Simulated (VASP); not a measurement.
Set up this calculation in VASP 6.6.1, as the native input.

```
Task                   : single point
Functional             : PBE
Potentials or basis    : VASP PAW PBE potentials, release 64 (Si, C)
Cutoff                 : 520 eV
k mesh                 : 12 × 12 × 12
Occupations            : gaussian, width 0.05 eV
Spin                   : no spin polarisation
Dipole correction      : no
Further INCAR settings : ALGO = Normal; EDIFF = 1e-06; NBANDS = 11
```

The structure of SiC lies in POSCAR:

```
SiC
1.0
    0.0000000000      2.1313062433      2.1313062433
    2.1313062433      0.0000000000      2.1313062433
    2.1776266323      2.1776266323     -0.0463203890
Si C
1 1
Direct
    0.0000000000      0.0000000000      0.0000000000
    0.7500000000      0.7500000000      0.7500000000
```

One way to write it, as run:

INCAR

```
SYSTEM = SiC
  ALGO = Normal
  EDIFF = 1E-6
  ENCUT = 520
  GGA = PE
  ISIF = 2
  ISMEAR = 0
  LASPH = .TRUE.
  LCHARG = .FALSE.
  LREAL = .FALSE.
  LWAVE = .FALSE.
  NBANDS = 11
  NELM = 60
  PREC = Accurate
  SIGMA = 0.05
```

KPOINTS

```
k-points
0
G
  12 12 12
  0 0 0
```

Potentials or basis: VASP PAW PBE potentials, release 64 (Si, C).

Run with:

```bash
$ cat potpaw_PBE.64/Si/POTCAR potpaw_PBE.64/C/POTCAR > POTCAR
$ mpirun -np 1 vasp_std > vasp.out
```

It gave:

```
Pressure               : 11.8 GPa
Largest force          : 0.327 eV/Å
Band gap on the k mesh : 1.24 eV, indirect (least direct gap 4.39 eV)
```

Run time: 48 s on 1 thread of AMD EPYC 7R43 64-Core Processor (Zen 3), with other jobs on the host, peak memory 0.12 GiB.
